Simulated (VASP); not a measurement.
# Pb4F (P4/mmm) in VASP: single point with PBE

Aim: the single point of Pb4F with PBE.

Program: VASP 6.6.1. These are calculated values, not measurements. Logs are shortened: lines on timing, memory, paths and dates and some standing lists are left out, and cuts for length are marked.

## Step 1: The cell of the first run

It takes space group P4/mmm (No. 123, tetragonal). Conventional cell: a = 4.775 Å, b = 4.775 Å, c = 6.424 Å, α = 90.00°, β = 90.00°, γ = 90.00°. Within 3.8 Å of Pb (site symmetry 2mm) lie 2 F at 2.88 Å and 6 Pb at 3.20 to 3.38 Å. F (site symmetry 4/mmm) has 8 Pb at 2.88 Å within 3.8 Å.

## Step 2: Single point, PBE

Input file POSCAR:

```
Pb4F
1.0
    4.7750377630      0.0000000000      0.0000000000
    0.0000000000      4.7750377630      0.0000000000
    0.0000000000      0.0000000000      6.4244446657
Pb F
4 1
Direct
    0.5000000000      0.0000000000      0.2509198042
    0.0000000000      0.5000000000      0.7490801958
    0.5000000000      0.0000000000      0.7490801958
    0.0000000000      0.5000000000      0.2509198042
    0.0000000000      0.0000000000      0.0000000000
```

Input file INCAR.step1:

```
SYSTEM = Pb4F
  PREC = Accurate
  ENCUT = 520
  EDIFF = 1E-6
  ISMEAR = 0
  SIGMA = 0.1
  LREAL = .FALSE.
  LASPH = .TRUE.
  NELM = 100
  ALGO = Normal
  ISIF = 2
  LWAVE = .FALSE.
  LCHARG = .TRUE.
  GGA = PE
  NBANDS = 40
```

Input file KPOINTS.step1:

```
Automatic mesh
0
G
  8 8 6
  0 0 0
```

Input file INCAR.step2:

```
SYSTEM = Pb4F
  PREC = Accurate
  ENCUT = 520
  EDIFF = 1E-6
  ISMEAR = -5
  SIGMA = 0.1
  LREAL = .FALSE.
  LASPH = .TRUE.
  NELM = 100
  ALGO = Normal
  ISIF = 2
  LWAVE = .FALSE.
  LCHARG = .FALSE.
  GGA = PE
  LORBIT = 11
  NEDOS = 1001
  ICHARG = 11
```

Input file KPOINTS.step2:

```
Automatic mesh
0
G
  12 12 9
  0 0 0
```

Potentials or basis: VASP PAW PBE potentials, release 64 (Pb_d, F).

Launch:

```
$ cat potpaw_PBE.64/Pb_d/POTCAR potpaw_PBE.64/F/POTCAR > POTCAR
$ cp INCAR.step1 INCAR
$ cp KPOINTS.step1 KPOINTS
$ mpirun -np 1 vasp_std > vasp.out
$ cp INCAR.step2 INCAR
$ cp KPOINTS.step2 KPOINTS
$ mpirun -np 1 vasp_std > vasp.out
```

OUTCAR:

```text
SYSTEM = Pb4F
   PREC = Accurate
   ENCUT = 520
   EDIFF = 1E-6
   ISMEAR = -5
   LREAL = .FALSE.
   LASPH = .TRUE.
   NELM = 100
   ISIF = 2
   GGA = PE
   LORBIT = 11
   ICHARG = 11

 ion  position               nearest neighbor table
   1  0.500  0.000  0.251-   5 2.88   5 2.88   3 3.20   3 3.22   4 3.38   4 3.38   4 3.38   4 3.38

   2  0.000  0.500  0.749-   5 2.88   5 2.88   4 3.20   4 3.22   3 3.38   3 3.38   3 3.38   3 3.38

   3  0.500  0.000  0.749-   5 2.88   5 2.88   1 3.20   1 3.22   2 3.38   2 3.38   2 3.38   2 3.38

   4  0.000  0.500  0.251-   5 2.88   5 2.88   2 3.20   2 3.22   1 3.38   1 3.38   1 3.38   1 3.38

   5  0.000  0.000  0.000-   1 2.88   2 2.88   3 2.88   4 2.88   2 2.88   4 2.88   1 2.88   3 2.88

  LATTYP: Found a simple tetragonal cell.
 ALAT       =     4.7750377630
 C/A-ratio  =     1.3454227976

  Lattice vectors:

 A1 = (   4.7750377630,   0.0000000000,   0.0000000000)
 A2 = (   0.0000000000,   4.7750377630,   0.0000000000)
 A3 = (   0.0000000000,   0.0000000000,   6.4244446657)

Analysis of symmetry for initial positions (statically):
=====================================================================
 Subroutine PRICEL returns:
 Original cell was already a primitive cell.

 Routine SETGRP: Setting up the symmetry group for a
 simple tetragonal supercell.

 Subroutine GETGRP returns: Found 16 space group operations
 (whereof 16 operations were pure point group operations)
 out of a pool of 16 trial point group operations.

The static configuration has the point symmetry D_4h.

Analysis of symmetry for dynamics (positions and initial velocities):
=====================================================================
 Subroutine PRICEL returns:
 Original cell was already a primitive cell.

 Routine SETGRP: Setting up the symmetry group for a
 simple tetragonal supercell.

 Subroutine GETGRP returns: Found 16 space group operations
 (whereof 16 operations were pure point group operations)
 out of a pool of 16 trial point group operations.

The dynamic configuration has the point symmetry D_4h.

 Subroutine INISYM returns: Found 16 space group operations
 (whereof 16 operations are pure point group operations),
 and found     1 'primitive' translations

----------------------------------------------------------------------------------------

                                     Primitive cell

  volume of cell :     146.4837

[... 108 lines left out ...]
   NUPDOWN=      -1.0000    fix difference up-down
   EMIN   =  10.00;   EMAX   =-10.00  energy-range for DOS
   EFERMI =   0.00;   METHOD = LEGACY
   ISMEAR =    -5;   SIGMA  =   0.10  broadening in eV -4-tet -1-fermi 0-gaus
   EFERMI_NEDOS =   21; number of points for ismear=-14 and -15
   IALGO  =     38    algorithm
   IMIX   =      4    mixing-type and parameters
     AMIX     =   0.40;   BMIX     =  1.00
     AMIX_MAG =   1.60;   BMIX_MAG =  1.00
  volume/ion in A,a.u.               =      29.30       197.70
  Fermi-wavevector in a.u.,A,eV,Ry     =   1.235735  2.335200 20.776647  1.527040
  Thomas-Fermi vector in A             =   2.370372
   LORBIT       =     11    0 simple, 1 ext, 2 COOP (PROOUT), +10 PAW based schemes
   GGA     = PE    functional components
   LHFCALC =     F    Hartree Fock is set to
   AEXX    =    0.0000 exact exchange contribution
   IVDW    =     0    specifies the selected vdW correction
   LEPSILON=     F    determine dielectric tensor
   LRPA    =     F    only Hartree local field effects (RPA)
 non-spin polarized calculation
 Fermi weights with tetrahedron method with Bloechl corrections
  energy-cutoff  :      520.00
  volume of cell :      146.48
 maximum number of plane-waves:      3984
 NGX is ok and might be reduce to    36

 number of electron      63.0000008 magnetization

 Free energy of the ion-electron system (eV)
  ---------------------------------------------------
  ext. energy  EPLUGINS =         0.00000000
  ---------------------------------------------------
  free energy    TOTEN  =       -17.56378930 eV

  energy without entropy =      -17.56378930  energy(sigma->0) =      -17.56378930

 E-fermi :   5.5464     XC(G=0):  -9.5454

 val. band max:        5.6491011795   @ k =   0.5000   0.0000   0.1111
 cond. band min:       5.4639691411   @ k =   0.4167   0.4167   0.2222
 fundamental gap:     -0.1851320384
 Fermi energy:         5.5463952336

 k-point     1 :       0.0000    0.0000    0.0000
  band No.  band energies     occupation
      1     -17.2729      2.00000
      2     -11.7784      2.00000
      3     -11.7112      2.00000
      4     -11.6804      2.00000
      5     -11.6288      2.00000
      6     -11.5591      2.00000
[... 949 lines left out ...]
     36       9.6457      0.00000
     37      10.8746      0.00000

 [... further k-points ...]

------------------------ aborting loop because EDIFF is reached ----------------------------------------

  FORCE on cell =-STRESS in cart. coord.  units (eV):
  Direction    XX          YY          ZZ          XY          YZ          ZX
  --------------------------------------------------------------------------------------
  -------------------------------------------------------------------------------------
  Total        0.0231747      0.0231747     -0.3775335      0.0000000      0.0000000      0.0000000
  in kB        0.2534747      0.2534747     -4.1293042      0.0000000      0.0000000      0.0000000
  external PRESSURE =      -1.2074516 kB  Pullay stress =       0.0000000 kB

 VOLUME and BASIS-vectors are now :
 -----------------------------------------------------------------------------
  energy-cutoff  :      520.00
  volume of cell :      146.48
      direct lattice vectors                 reciprocal lattice vectors
     4.775037763  0.000000000  0.000000000     0.209422428  0.000000000  0.000000000
     0.000000000  4.775037763  0.000000000     0.000000000  0.209422428  0.000000000
     0.000000000  0.000000000  6.424444666     0.000000000  0.000000000  0.155655477

 POSITION                                       TOTAL-FORCE (eV/Angst)
 -----------------------------------------------------------------------------------
      2.38752      0.00000      1.61202        -0.000000     -0.000000     -0.008955
      0.00000      2.38752      4.81242         0.000000      0.000000      0.008955
      2.38752      0.00000      4.81242        -0.000000     -0.000000      0.008955
      0.00000      2.38752      1.61202         0.000000      0.000000     -0.008955
      0.00000      0.00000      0.00000         0.000000     -0.000000     -0.000000
 -----------------------------------------------------------------------------------
    total drift:                                0.000000      0.000000      0.000000

  FREE ENERGIE OF THE ION-ELECTRON SYSTEM (eV)
  ---------------------------------------------------
  free  energy   TOTEN  =       -17.5637893012 eV

  energy  without entropy=      -17.5637893012  energy(sigma->0) =      -17.56378930

 total charge

# of ion       s       p       d       tot
------------------------------------------
    1        1.391   0.711   9.810  11.912
    2        1.391   0.711   9.810  11.912
    3        1.391   0.711   9.810  11.912
    4        1.391   0.711   9.810  11.912
    5        1.753   4.276   0.000   6.029
--------------------------------------------------
tot          7.315   7.121  39.240  53.676
```

Wall time 11 min (1 thread of Intel Xeon Platinum 8375C at 2.90GHz (Ice Lake), shared host); peak memory 0.64 GiB.

What came out:

```yaml
Valence_electrons_inside_the_program's_atomic_spheres: Pb 11.91; F 6.03
```

Levels at points of the mesh, in eV from the Fermi level:
```
           k point  band 30  band 31  band 32  band 33  band 34  band 35
(0.00, 0.00, 0.00)    -1.02    -1.02    -0.25     0.29     0.29     3.84
(0.50, 0.00, 0.00)    -1.26     0.06     0.21     0.71     1.21     2.43
(0.50, 0.50, 0.00)    -2.96    -1.42    -0.94    -0.94     0.20     3.51
```

Caveat: spin-orbit coupling is left out, which moves the levels of the heavy elements; an odd number of electrons without spin polarisation forces a metal; a magnetic or distorted state may lie lower.
